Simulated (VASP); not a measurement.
A run of VASP 6.6.1:

POSCAR

```
AgBr
1.0
    0.0000000000      2.8921694793      2.8921694793
    2.8921694793      0.0000000000      2.8921694793
    2.8921694793      2.8921694793      0.0000000000
Ag Br
1 1
Direct
    0.0000000000      0.0000000000      0.0000000000
    0.5000000000      0.5000000000      0.5000000000
```

File INCAR.step1:

```
SYSTEM = AgBr
PREC     = Accurate       ! precision mode
ENCUT    = 440            ! plane-wave cutoff, eV
ISMEAR   = -1             ! smearing method
SIGMA    = 0.02           ! smearing width, eV
LREAL    = .FALSE.        ! projectors in reciprocal space
LASPH    = .TRUE.         ! aspherical terms in the spheres
NELM     = 120            ! most SCF steps
NBANDS   = 16             ! bands
GGA      = PE             ! functional
ALGO     = Normal         ! electronic algorithm
EDIFF    = 1E-5           ! SCF threshold, eV
LWAVE    = .TRUE.         ! write WAVECAR
LCHARG   = .FALSE.        ! write CHGCAR
GGA_COMPAT= .FALSE.
```

Contents of INCAR.step2:

```
SYSTEM = AgBr
PREC     = Accurate       ! precision mode
ENCUT    = 440            ! plane-wave cutoff, eV
EDIFF    = 1E-8           ! SCF threshold, eV
ISMEAR   = -1             ! smearing method
SIGMA    = 0.02           ! smearing width, eV
LREAL    = .FALSE.        ! projectors in reciprocal space
LASPH    = .TRUE.         ! aspherical terms in the spheres
NELM     = 120            ! most SCF steps
ALGO     = Normal         ! electronic algorithm
ISIF     = 2              ! what is computed and relaxed
LWAVE    = .FALSE.        ! write WAVECAR
LCHARG   = .FALSE.        ! write CHGCAR
METAGGA  = R2SCAN         ! meta-GGA
LMIXTAU  = .TRUE.       
LEFG     = .TRUE.       
NBANDS   = 16             ! bands
ISTART   = 1            
GGA_COMPAT= .FALSE.
```

Contents of KPOINTS:

```
regular mesh
0
G
  7 7 7
  0 0 0
```

Potentials or basis: VASP PAW PBE potentials, release 64 (Ag, Br).

Command:

```sh
$ cat potpaw_PBE.64/Ag/POTCAR potpaw_PBE.64/Br/POTCAR > POTCAR
$ cp INCAR.step1 INCAR
$ mpirun -np 1 vasp_std > vasp.out
$ cp INCAR.step2 INCAR
$ mpirun -np 1 vasp_std > vasp.out
```

Hardware: 1 thread of Intel(R) Xeon(R) Platinum 8259CL CPU @ 2.50GHz (Skylake/Cascade Lake), on a shared host.

Question: How long does it take, and how much memory?

Answer: Wall time 72 s on 1 thread of Intel(R) Xeon(R) Platinum 8259CL CPU @ 2.50GHz (Skylake/Cascade Lake), with other jobs on the host, peak memory 0.17 GiB. Counts: k points 20.
